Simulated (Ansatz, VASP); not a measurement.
## SrO: VASP beside Ansatz

File INCAR:

```
SYSTEM = SrO
PREC = Accurate
ENCUT = 520
EDIFF = 1E-6
ISMEAR = 0
SIGMA = 0.02
LREAL = .False.
LASPH = .True.
NELM = 100
ALGO = Normal
ISIF = 2
LWAVE = .False.
LCHARG = .False.
GGA = PE
NBANDS = 15
```

The input KPOINTS:

```
regular mesh
0
Gamma
  8 8 8
  0 0 0
```

Contents of POSCAR:

```
SrO
1.0
    0.0172176600      2.5630671240      2.5623475800
    2.5294027440      0.0289359480      2.5506292920
    2.5635810840      2.5855271760     -0.0052423920
Sr O
1 1
Direct
    0.0057494747      0.0060063040      0.0083839209
    0.4942505253      0.4939936960      0.4916160791
```

Input for Ansatz:

```yaml
crystal:
  lattice:
    - [0.01721766, 2.563067124, 2.56234758]
    - [2.529402744, 0.028935948, 2.550629292]
    - [2.563581084, 2.585527176, -0.005242392]
  atoms:
    - { symbol: Sr, position: [0.0057494747, 0.006006304, 0.0083839209] }
    - { symbol: O, position: [0.4942505253, 0.493993696, 0.4916160791] }
basis:
  ecutwfc: 420
kpoints:
  mp_grid: { grid: [8, 8, 8] }
hamiltonian:
  xc: pbe
scf:
  occupations: { method: gaussian, width: 0.02 }
output:
  forces: true
  stress: true
  eigenvalues: true
```

Change from the starting cell: all atoms moved at random, cell strained at random.

Alike in both runs: task single point; functional PBE; k mesh 8 × 8 × 8; occupations gaussian, width 0.02 eV; no spin polarisation.

|  | VASP | Ansatz |
| --- | --- | --- |
| version | VASP 6.6.1 | Ansatz 0.2.0 |
| potentials or method | VASP PAW PBE potentials, release 64 (Sr_sv, O), cutoff 520 eV | scalar-relativistic, plane waves, PAW |
| valence electrons in the cell | 16 | 16 |

```tsv
	VASP	Ansatz	Ansatz less VASP
gap on the k mesh at the Fermi level (eV)	3.31	3.36	+0.050
least direct gap on the mesh (eV)	3.40	3.44	+0.038
pressure (GPa)	6.1	5.4	-0.67
traceless stress, the component that is largest in VASP (GPa)	-1.18	-1.17	+0.009
rms of the force components (eV/Å)	0.186	0.174	-0.0116
```

Atom by atom the forces differ by 0.012 eV/Å (rms over components).
